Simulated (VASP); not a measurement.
# Al3GaN4 in VASP: further runs, part 2 of 2

VASP 6.6.1.

### 5 Single point, r2SCAN (strain -0.040 along x and y, -0.080 along z)

Contents of POSCAR:

```
Al3GaN4
1.0
    4.2251878009      0.0000000000      0.0000000000
    0.0000000000      4.2251878009      0.0000000000
    0.0000000000      0.0000000000      4.0491383092
Al Ga N
3 1 4
Direct
    0.5000000000      0.5000000000      0.0000000000
    0.5000000000      0.0000000000      0.5000000000
    0.0000000000      0.5000000000      0.5000000000
    0.0000000000      0.0000000000      0.0000000000
    0.7444581602      0.7444581602      0.2555418398
    0.7444581602      0.2555418398      0.7444581602
    0.2555418398      0.7444581602      0.7444581602
    0.2555418398      0.2555418398      0.2555418398
```

Contents of INCAR.step1:

```
  PREC = Accurate
  ENCUT = 520
  ISMEAR = 0
  SIGMA = 0.05
  LREAL = False
  LASPH = True
  NELM = 100
  NBANDS = 31
  GGA = PE
  ALGO = Normal
  EDIFF = 1E-4
  LWAVE = True
  LCHARG = False
```

Contents of INCAR.step2:

```
  PREC = Accurate
  ENCUT = 520
  EDIFF = 1E-6
  ISMEAR = 0
  SIGMA = 0.05
  LREAL = False
  LASPH = True
  NELM = 100
  ALGO = Normal
  ISIF = 2
  LWAVE = False
  LCHARG = True
  METAGGA = R2SCAN
  LMIXTAU = True
  LELF = True
  LVHAR = True
  NBANDS = 31
  ISTART = 1
```

Contents of KPOINTS:

```
regular mesh
0
Gamma
  6 6 6
```

Potentials or basis: VASP PAW PBE potentials, release 64 (Al, Ga_d, N).

Started as:

```bash
$ cat potpaw_PBE.64/Al/POTCAR potpaw_PBE.64/Ga_d/POTCAR potpaw_PBE.64/N/POTCAR > POTCAR
$ cp INCAR.step1 INCAR
$ mpirun -np 1 vasp_std > vasp.out
$ cp INCAR.step2 INCAR
$ mpirun -np 1 vasp_std > vasp.out
```

OUTCAR:

```text
PREC = Accurate
   ENCUT = 520
   EDIFF = 1E-6
   ISMEAR = 0
   LREAL = False
   LASPH = True
   NELM = 100
   ISIF = 2
   METAGGA = R2SCAN
   ISTART = 1

 ion  position               nearest neighbor table
   1  0.500  0.500  0.000-   5 1.79   6 1.79   7 1.79   8 1.79   2 2.93   3 2.93   2 2.93   3 2.93
                             2 2.93   2 2.93   3 2.93   3 2.93   4 2.99   4 2.99   4 2.99   4 2.99
   2  0.500  0.000  0.500-   5 1.79   6 1.79   7 1.79   8 1.79   1 2.93   4 2.93   1 2.93   4 2.93
                             1 2.93   1 2.93   4 2.93   4 2.93   3 2.99   3 2.99   3 2.99   3 2.99
   3  0.000  0.500  0.500-   5 1.79   6 1.79   7 1.79   8 1.79   1 2.93   4 2.93   1 2.93   4 2.93
                             4 2.93   4 2.93   1 2.93   1 2.93   2 2.99   2 2.99   2 2.99   2 2.99
   4  0.000  0.000  0.000-   5 1.84   6 1.84   7 1.84   8 1.84   2 2.93   3 2.93   2 2.93   3 2.93
                             3 2.93   3 2.93   2 2.93   2 2.93   1 2.99   1 2.99   1 2.99   1 2.99
   5  0.744  0.744  0.256-   1 1.79   2 1.79   3 1.79   4 1.84
   6  0.744  0.256  0.744-   1 1.79   2 1.79   3 1.79   4 1.84
   7  0.256  0.744  0.744-   1 1.79   2 1.79   3 1.79   4 1.84
   8  0.256  0.256  0.256-   1 1.79   2 1.79   3 1.79   4 1.84
[... 208 lines left out ...]
      2      -7.3241      2.00000
      3      -7.3241      2.00000
      4      -7.2370      2.00000
      5      -5.6615      2.00000
      6      -5.6503      2.00000
[... 805 lines left out ...]
     30      19.4657      0.00000
     31      20.7716      0.00000

 [... further k-points ...]

------------------------ aborting loop because EDIFF is reached ----------------------------------------

  FORCE on cell =-STRESS in cart. coord.  units (eV):
  Direction    XX          YY          ZZ          XY          YZ          ZX
  --------------------------------------------------------------------------------------
  -------------------------------------------------------------------------------------
  Total       20.7887829     20.7887829     22.5749006      0.0000000     -0.0000000      0.0000000
  in kB      460.7708541    460.7708541    500.3590782      0.0000000     -0.0000000      0.0000000
  external PRESSURE =     473.9669288 kB  Pullay stress =       0.0000000 kB

 VOLUME and BASIS-vectors are now :
 -----------------------------------------------------------------------------
  energy-cutoff  :      520.00
  volume of cell :       72.29
      direct lattice vectors                 reciprocal lattice vectors
     4.225187801  0.000000000  0.000000000     0.236675870  0.000000000  0.000000000
     0.000000000  4.225187801  0.000000000     0.000000000  0.236675870  0.000000000
     0.000000000  0.000000000  4.049138309     0.000000000  0.000000000  0.246966126

 POSITION                                       TOTAL-FORCE (eV/Angst)
 -----------------------------------------------------------------------------------
      2.11259      2.11259      0.00000        -0.000000      0.000000      0.000000
      2.11259      0.00000      2.02457         0.000000      0.000000      0.000000
      0.00000      2.11259      2.02457         0.000000     -0.000000      0.000000
      0.00000      0.00000      0.00000        -0.000000      0.000000      0.000000
      3.14548      3.14548      1.03472        -0.072258     -0.072258      0.153740
      3.14548      1.07971      3.01441        -0.072258      0.072258     -0.153740
      1.07971      3.14548      3.01441         0.072258     -0.072258     -0.153740
      1.07971      1.07971      1.03472         0.072258      0.072258      0.153740
 -----------------------------------------------------------------------------------
    total drift:                                0.000000      0.000000     -0.000000

  FREE ENERGIE OF THE ION-ELECTRON SYSTEM (eV)
  ---------------------------------------------------
  free  energy   TOTEN  =       -77.7098073318 eV

  energy  without entropy=      -77.7098073318  energy(sigma->0) =      -77.70980733
```

Run time: 3.3 min. Hardware: 1 thread of Intel Xeon Platinum 8488C (Sapphire Rapids), shared host; peak memory 0.23 GiB.

Results:

| Property | Result |
| --- | --- |
| Free energy | -77.7098 eV |
| Pressure | 47.4 GPa |
| Largest force | 0.185 eV/Å |
| Band gap on the k mesh | 3.87 eV |

Forces on the atoms (eV/Å):
```
Al   0.000  0.000  0.000
Al   0.000  0.000  0.000
Al   0.000  0.000  0.000
Ga   0.000  0.000  0.000
N   -0.072 -0.072  0.154
N   -0.072  0.072 -0.154
N    0.072 -0.072 -0.154
N    0.072  0.072  0.154
```

Levels at points of the mesh, in eV from the valence-band top:
```
           k point  band 19  band 20  band 21  band 22  band 23  band 24
(0.00, 0.00, 0.00)    -0.18    -0.18     0.00     3.87     4.14     4.14
(0.50, 0.00, 0.00)    -1.46    -1.08    -1.03     6.93     6.96     6.97
(0.50, 0.50, 0.00)    -0.90    -0.90    -0.90     8.71     8.71     8.85
(0.00, 0.00, 0.50)    -1.75    -1.31    -1.31     7.13     7.26     7.47
(0.50, 0.00, 0.50)    -0.63    -0.63    -0.52     8.99     9.03     9.25
(0.50, 0.50, 0.50)    -0.52    -0.52    -0.22     7.58     9.08     9.10
```

Caveat: the cell differs from its parent crystal (strain -0.040 along x and y, -0.080 along z); the cell stands under pressure; the PAW data sets were made with another functional, which shifts forces and pressure a little. A k mesh can miss the band edges.

### 6 Summary

```tsv
cell	gap on the mesh (eV)	pressure (GPa)	largest force (eV/Å)
a = 4.577 Å, 8 atoms	3.13	-19.4	0.06
a = 4.753 Å, 8 atoms	2.26	-30.2	0.09
a = 4.049, b = 4.049, c = 4.225 Å, 8 atoms	3.98	64.9	0.23
a = 4.225, b = 4.225, c = 4.049 Å, 8 atoms	3.87	47.4	0.18
```

Alike in all rows: task single point; level r2SCAN; potentials or basis VASP PAW PBE potentials, release 64 (Al, Ga_d, N); no spin polarisation; k mesh 6 × 6 × 6; cutoff (eV) 520; smearing gaussian 0.05 eV.

Caveats: the PAW data sets were made with another functional, which shifts forces and pressure a little; the cell stands under tension (at least some runs); the stress differs along the axes, from 61 to 67 GPa (at least some runs); the cell stands under pressure (at least some runs).

Absolute energies hang on the potentials; compare differences alone.
